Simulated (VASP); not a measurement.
# Si7Sn (P-43m) in VASP: vibrations by perturbation theory with PBE

Aim: the vibrations by perturbation theory of Si7Sn with PBE.

Everything below comes from runs of VASP 6.6.1. Logs are shortened: lines on timing, memory, paths and dates and some standing lists are left out, and cuts for length are marked.

**1. The cell of the first run**

Symmetry: P-43m, No. 215, cubic system. Conventional cell: a = 5.613 Å, b = 5.613 Å, c = 5.613 Å, α = 90.00°, β = 90.00°, γ = 90.00°. Si (site symmetry 3m) has 3 Si at 2.39 Å and 1 Sn at 2.55 Å within 3.2 Å. Within 3.2 Å of Si (site symmetry -42m) lie 4 Si at 2.39 Å. Sn (site symmetry -43m) has 4 Si at 2.55 Å within 3.4 Å.

**2. Vibrations by perturbation theory, PBE**

Contents of INCAR:

```
SYSTEM = Si7Sn
PREC     = Accurate       ! precision mode
ENCUT    = 520            ! plane-wave cutoff, eV
EDIFF    = 1E-8           ! SCF threshold, eV
ISMEAR   = 0              ! smearing method
SIGMA    = 0.01           ! smearing width, eV
LREAL    = .FALSE.        ! projectors in reciprocal space
LASPH    = .TRUE.         ! aspherical terms in the spheres
NELM     = 100            ! most SCF steps
ALGO     = Normal         ! electronic algorithm
ISIF     = 2              ! what is computed and relaxed
LWAVE    = .FALSE.        ! write WAVECAR
LCHARG   = .FALSE.        ! write CHGCAR
GGA      = PE             ! functional
NBANDS   = 31             ! bands
IBRION   = 8              ! ionic algorithm
NSW      = 1              ! ionic steps
```

Contents of KPOINTS:

```
Automatic mesh
0
G
  6 6 6
  0 0 0
```

Contents of POSCAR:

```
Si7Sn
1.0
    5.6134318059      0.0000000000      0.0000000000
    0.0000000000      5.6134318059      0.0000000000
    0.0000000000      0.0000000000      5.6134318059
Si Sn
7 1
Direct
    0.2619820333      0.2619820333      0.2619820333
    0.0000000000      0.5000000000      0.5000000000
    0.5000000000      0.5000000000      0.0000000000
    0.5000000000      0.0000000000      0.5000000000
    0.7380179667      0.2619820333      0.7380179667
    0.7380179667      0.7380179667      0.2619820333
    0.2619820333      0.7380179667      0.7380179667
    0.0000000000      0.0000000000      0.0000000000
```

Potentials or basis: VASP PAW PBE potentials, release 64 (Si, Sn_d).

The run is started by

```sh
> cat potpaw_PBE.64/Si/POTCAR potpaw_PBE.64/Sn_d/POTCAR > POTCAR
> mpirun -np 1 vasp_std > vasp.out
```

OUTCAR:

```text
SYSTEM = Si7Sn
   PREC = Accurate
   ENCUT = 520
   EDIFF = 1E-8
   ISMEAR = 0
   LREAL = .FALSE.
   LASPH = .TRUE.
   NELM = 100
   ISIF = 2
   GGA = PE
   IBRION = 8
   NSW = 1

 ion  position               nearest neighbor table
   1  0.262  0.262  0.262-   2 2.39   3 2.39   4 2.39   8 2.55
   2  0.000  0.500  0.500-   1 2.39   5 2.39   6 2.39   7 2.39
   3  0.500  0.500  0.000-   1 2.39   5 2.39   6 2.39   7 2.39
   4  0.500  0.000  0.500-   1 2.39   5 2.39   6 2.39   7 2.39
   5  0.738  0.262  0.738-   2 2.39   3 2.39   4 2.39   8 2.55
   6  0.738  0.738  0.262-   2 2.39   3 2.39   4 2.39   8 2.55
   7  0.262  0.738  0.738-   2 2.39   3 2.39   4 2.39   8 2.55
   8  0.000  0.000  0.000-   1 2.55   5 2.55   6 2.55   7 2.55

  LATTYP: Found a simple cubic cell.
 ALAT       =     5.6134318059

  Lattice vectors:

 A1 = (   5.6134318059,   0.0000000000,   0.0000000000)
 A2 = (   0.0000000000,   5.6134318059,   0.0000000000)
 A3 = (   0.0000000000,   0.0000000000,   5.6134318059)

Analysis of symmetry for initial positions (statically):
=====================================================================
 Subroutine PRICEL returns:
 Original cell was already a primitive cell.

 Routine SETGRP: Setting up the symmetry group for a
 simple cubic supercell.

 Subroutine GETGRP returns: Found 24 space group operations
 (whereof 24 operations were pure point group operations)
 out of a pool of 48 trial point group operations.

The static configuration has the point symmetry T_d .

Analysis of symmetry for dynamics (positions and initial velocities):
=====================================================================
 Subroutine PRICEL returns:
 Original cell was already a primitive cell.
[... 903 lines left out ...]

 INTERNAL STRAIN TENSOR  FOR ION    8  DIRECTION 1   (eV/Angst):
 -----------------------------------------------------------------------------
     0.00446 -0.00000  0.00000
     0.00000 -0.00282 11.33756
     0.00000 11.33756 -0.00282

 INTERNAL STRAIN TENSOR FOR ION    8 for displacements in x,y,z  (eV/Angst):
          X           Y           Z          XY          YZ          ZX
  --------------------------------------------------------------------------------
  x     0.00000    -0.00000    -0.00000     0.00000    11.33756     0.00000
  y     0.00000     0.00000     0.00000    -0.00000     0.00000    11.33756
  z    -0.00000    -0.00000     0.00000    11.33756     0.00000     0.00000

 SECOND DERIVATIVES (NOT SYMMETRIZED)
 ------------------------------------
               1X          1Y          1Z          2X          2Y          2Z          3X          3Y          3Z          4X          4Y          4Z          5X          5Y          5Z          6X          6Y          6Z          7X          7Y          7Z          8X          8Y          8Z
  1X   -11.925052   -0.313309   -0.313309    3.073643   -2.068876   -2.068876    2.921141    1.828811   -2.047668    2.921141   -2.047668    1.828811    0.760261   -0.011662    0.099743    0.760261    0.099743   -0.011662   -1.426492    0.011814    0.011814    2.915097    2.501146    2.501146
  1Y    -0.313309  -11.925052   -0.313309   -2.047668    2.921141    1.828811    1.828811    2.921141   -2.047668   -2.068876    3.073643   -2.068876    0.011814   -1.426492    0.011814    0.099743    0.760261   -0.011662   -0.011662    0.760261    0.099743    2.501146    2.915097    2.501146
  1Z    -0.313309   -0.313309  -11.925052   -2.047668    1.828811    2.921141   -2.068876   -2.068876    3.073643    1.828811   -2.047668    2.921141    0.099743   -0.011662    0.760261    0.011814    0.011814   -1.426492   -0.011662    0.099743    0.760261    2.501146    2.501146    2.915097
  2X     3.075395   -2.049102   -2.049102  -12.539054   -0.000000    0.000000    0.837179   -0.000000   -0.000000    0.837179   -0.000000    0.000000    3.075395    2.049102   -2.049102    3.075395   -2.049102    2.049102    3.075395    2.049102    2.049102   -1.436885   -0.000000    0.000000
  2Y    -2.068186    2.920725    1.830117    0.000000  -11.632660    0.000000    0.000000   -1.777678    0.000000    0.000000    0.839641    0.000000    2.068186    2.920725   -1.830117   -2.068186    2.920725   -1.830117    2.068186    2.920725    1.830117    0.000000    0.887797    0.000000
  2Z    -2.068186    1.830117    2.920725    0.000000    0.000000  -11.632660    0.000000    0.000000    0.839641    0.000000    0.000000   -1.777678   -2.068186   -1.830117    2.920725    2.068186   -1.830117    2.920725    2.068186    1.830117    2.920725    0.000000    0.000000    0.887797
  3X     2.920725    1.830117   -2.068186    0.839641    0.000000    0.000000  -11.632660    0.000000    0.000000   -1.777678    0.000000    0.000000    2.920725   -1.830117   -2.068186    2.920725    1.830117    2.068186    2.920725   -1.830117    2.068186    0.887797    0.000000    0.000000
  3Y     1.830117    2.920725   -2.068186    0.000000   -1.777678    0.000000    0.000000  -11.632660    0.000000    0.000000    0.839641    0.000000   -1.830117    2.920725    2.068186    1.830117    2.920725    2.068186   -1.830117    2.920725   -2.068186    0.000000    0.887797    0.000000
  3Z    -2.049102   -2.049102    3.075395    0.000000    0.000000    0.837179   -0.000000    0.000000  -12.539054   -0.000000   -0.000000    0.837179   -2.049102    2.049102    3.075395    2.049102    2.049102    3.075395    2.049102   -2.049102    3.075395   -0.000000    0.000000   -1.436885
  4X     2.920725   -2.068186    1.830117    0.839641    0.000000    0.000000   -1.777678    0.000000    0.000000  -11.632660    0.000000    0.000000    2.920725    2.068186    1.830117    2.920725   -2.068186   -1.830117    2.920725    2.068186   -1.830117    0.887797    0.000000    0.000000
  4Y    -2.049102    3.075395   -2.049102   -0.000000    0.837179   -0.000000    0.000000    0.837179    0.000000    0.000000  -12.539054   -0.000000    2.049102    3.075395    2.049102   -2.049102    3.075395    2.049102    2.049102    3.075395   -2.049102    0.000000   -1.436885   -0.000000
  4Z     1.830117   -2.068186    2.920725    0.000000    0.000000   -1.777678    0.000000    0.000000    0.839641    0.000000    0.000000  -11.632660    1.830117    2.068186    2.920725   -1.830117    2.068186    2.920725   -1.830117   -2.068186    2.920725    0.000000    0.000000    0.887797
  5X     0.760261    0.011662    0.099743    3.073643    2.068876   -2.068876    2.921141   -1.828811   -2.047668    2.921141    2.047668    1.828811  -11.925052    0.313309   -0.313309   -1.426492   -0.011814    0.011814    0.760261   -0.099743   -0.011662    2.915097   -2.501146    2.501146
  5Y    -0.011814   -1.426492   -0.011814    2.047668    2.921141   -1.828811   -1.828811    2.921141    2.047668    2.068876    3.073643    2.068876    0.313309  -11.925052    0.313309    0.011662    0.760261   -0.099743   -0.099743    0.760261    0.011662   -2.501146    2.915097   -2.501146
  5Z     0.099743    0.011662    0.760261   -2.047668   -1.828811    2.921141   -2.068876    2.068876    3.073643    1.828811    2.047668    2.921141   -0.313309    0.313309  -11.925052   -0.011662   -0.099743    0.760261    0.011814   -0.011814   -1.426492    2.501146   -2.501146    2.915097
  6X     0.760261    0.099743    0.011662    3.073643   -2.068876    2.068876    2.921141    1.828811    2.047668    2.921141   -2.047668   -1.828811   -1.426492    0.011814   -0.011814  -11.925052   -0.313309    0.313309    0.760261   -0.011662   -0.099743    2.915097    2.501146   -2.501146
  6Y     0.099743    0.760261    0.011662   -2.047668    2.921141   -1.828811    1.828811    2.921141    2.047668   -2.068876    3.073643    2.068876   -0.011662    0.760261   -0.099743   -0.313309  -11.925052    0.313309    0.011814   -1.426492   -0.011814    2.501146    2.915097   -2.501146
  6Z    -0.011814   -0.011814   -1.426492    2.047668   -1.828811    2.921141    2.068876    2.068876    3.073643   -1.828811    2.047668    2.921141    0.011662   -0.099743    0.760261    0.313309    0.313309  -11.925052   -0.099743    0.011662    0.760261   -2.501146   -2.501146    2.915097
  7X    -1.426492   -0.011814   -0.011814    3.073643    2.068876    2.068876    2.921141   -1.828811    2.047668    2.921141    2.047668   -1.828811    0.760261   -0.099743    0.011662    0.760261    0.011662   -0.099743  -11.925052    0.313309    0.313309    2.915097   -2.501146   -2.501146
  7Y     0.011662    0.760261    0.099743    2.047668    2.921141    1.828811   -1.828811    2.921141   -2.047668    2.068876    3.073643   -2.068876   -0.099743    0.760261   -0.011662   -0.011814   -1.426492    0.011814    0.313309  -11.925052   -0.313309   -2.501146    2.915097    2.501146
  7Z     0.011662    0.099743    0.760261    2.047668    1.828811    2.921141    2.068876   -2.068876    3.073643   -1.828811   -2.047668    2.921141   -0.011814    0.011814   -1.426492   -0.099743   -0.011662    0.760261    0.313309   -0.313309  -11.925052   -2.501146    2.501146    2.915097
  8X     2.925663    2.500961    2.500961   -1.425864    0.000000   -0.000000    0.898320    0.000000    0.000000    0.898320   -0.000000   -0.000000    2.925663   -2.500961    2.500961    2.925663    2.500961   -2.500961    2.925663   -2.500961   -2.500961  -12.073430   -0.000000    0.000000
  8Y     2.500961    2.925663    2.500961    0.000000    0.898320    0.000000   -0.000000    0.898320   -0.000000   -0.000000   -1.425864    0.000000   -2.500961    2.925663   -2.500961    2.500961    2.925663   -2.500961   -2.500961    2.925663    2.500961    0.000000  -12.073430    0.000000
  8Z     2.500961    2.500961    2.925663   -0.000000    0.000000    0.898320    0.000000    0.000000   -1.425864    0.000000    0.000000    0.898320    2.500961   -2.500961    2.925663   -2.500961   -2.500961    2.925663   -2.500961    2.500961    2.925663   -0.000000    0.000000  -12.073430

 Eigenvectors and eigenvalues of the dynamical matrix
 ----------------------------------------------------

   1 f  =   14.095765 THz    88.566302 2PiTHz  470.184099 cm-1    58.295372 meV
             X         Y         Z           dx          dy          dz
      1.470618  1.470618  1.470618    -0.199479   -0.178475    0.129582
      0.000000  2.806716  2.806716     0.337472    0.257892   -0.027203
      2.806716  2.806716  0.000000     0.277331    0.257892   -0.033102
      2.806716  0.000000  2.806716     0.277331    0.313818   -0.027203
      4.142814  1.470618  4.142814    -0.301198   -0.277132    0.027862
      4.142814  4.142814  1.470618    -0.188749   -0.167745   -0.081524
      1.470618  4.142814  4.142814    -0.290469   -0.287862    0.020196
      0.000000  0.000000  0.000000     0.042734    0.039739   -0.004192
[... 243 lines left out ...]
  24 f/i=    0.016346 THz     0.102703 2PiTHz    0.545236 cm-1     0.067601 meV
             X         Y         Z           dx          dy          dz
      1.470618  1.470618  1.470618    -0.074696    0.290060   -0.010889
      0.000000  2.806716  2.806716    -0.074257    0.289906   -0.010254
      2.806716  2.806716  0.000000    -0.073894    0.289906   -0.010304
      2.806716  0.000000  2.806716    -0.073894    0.291328   -0.010254
      4.142814  1.470618  4.142814    -0.072983    0.289563   -0.009176
      4.142814  4.142814  1.470618    -0.074756    0.289999   -0.009613
      1.470618  4.142814  4.142814    -0.073044    0.289623   -0.011325
      0.000000  0.000000  0.000000    -0.150571    0.590730   -0.020894

--------------------------------------------------------------------------------------------------------

 ELASTIC MODULI CONTR FROM IONIC RELAXATION (kBar)
 Direction    XX          YY          ZZ          XY          YZ          ZX
 --------------------------------------------------------------------------------
 XX          -4.0835     -3.7765     -3.7765      0.0000      0.0000      0.0000
 YY          -3.7765     -4.0835     -3.7765      0.0000      0.0000      0.0000
 ZZ          -3.7765     -3.7765     -4.0835      0.0000      0.0000      0.0000
 XY           0.0000      0.0000      0.0000   -235.0991      0.0000      0.0000
 YZ           0.0000      0.0000      0.0000      0.0000   -235.0991     -0.0000
 ZX           0.0000      0.0000      0.0000      0.0000      0.0000   -235.0991
 --------------------------------------------------------------------------------
```

Wall time 56 min (1 thread of Oxide Virtual Turin-like, shared host); peak memory 0.9 GiB.

Results:

```yaml
Highest_phonon_frequency_at_Γ: 470 cm⁻¹
```

Phonon frequencies in cm⁻¹ (negative: imaginary):
```
              q point                                                                                frequencies
(0.000, 0.000, 0.000)  -1 -1 -1 99 99 99 145 145 145 319 319 319 374 374 390 408 408 408 415 415 415 470 470 470
```

Caveat: spin-orbit coupling is left out, which moves the levels of the heavy elements.
